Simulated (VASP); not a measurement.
Runs of VASP 6.6.1 on Mo. The structure is that of space group Fm-3m (No. 225), or close to it. The cells are those of the table. This isn't the form of Mo at room conditions, which is bcc.

```csv
task,cell,k mesh,cutoff (eV),gap on the mesh (eV),pressure (GPa)
single point,"a = 2.882 Å, angles 60.0°, 1 atom",15 × 15 × 15,520,none,(a)
single point,"a = 2.918 Å, angles 60.0°, 1 atom",15 × 15 × 15,520,none,-14.5
relaxation of cell and atoms,"relaxed from a = 2.804 Å, angles 60.0°, 1 atom",14 × 14 × 14,600,none,0.0
single point,"a = 2.766 Å, angles 60.0°, 1 atom",15 × 15 × 15,520,none,23.5
single point,"a = 2.954 Å, angles 60.0°, 1 atom",15 × 15 × 15,520,none,-20.0
```

Alike in all rows: level RPBE; potentials or basis VASP PAW PBE potentials, release 64 (Mo_sv); no spin polarisation; smearing fermi-dirac 0.1 eV.

Q: Fill in the values left out.

A: (a) -7.7.

Caveats: the PAW data sets were made with another functional, which shifts forces and pressure a little; the cell stands under tension (at least some runs); the cell stands under pressure (at least some runs).

A k mesh can miss the band edges, and the runs leave out spin-orbit coupling on Mo.

A gap of «none» marks levels without a gap at the run's occupations.
